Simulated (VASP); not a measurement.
Here is a VASP 6.6.1 calculation.

Contents of INCAR:

```
PREC = Accurate
ENCUT = 520
EDIFF = 1E-6
ISMEAR = 0
SIGMA = 0.05
LREAL = F
LASPH = T
NELM = 100
ALGO = Normal
ISIF = 2
LWAVE = F
LCHARG = T
GGA = PE
LELF = T
LVHAR = T
NBANDS = 12
```

KPOINTS

```
Automatic mesh
0
Gamma
  14 14 14
```

Contents of POSCAR:

```
Ta
1.0
   -1.6593554581      1.6593554581      1.6593554581
    1.6593554581     -1.6593554581      1.6593554581
    1.6593554581      1.6593554581     -1.6593554581
Ta
1
Direct
    0.0000000000      0.0000000000      0.0000000000
```

Potentials or basis: VASP PAW PBE potentials, release 64 (Ta_pv).

Command:

```sh
$ cat potpaw_PBE.64/Ta_pv/POTCAR > POTCAR
$ mpirun -np 1 vasp_std > vasp.out
```

Task: What does it give for the pressure?

Result: 0.1 GPa.
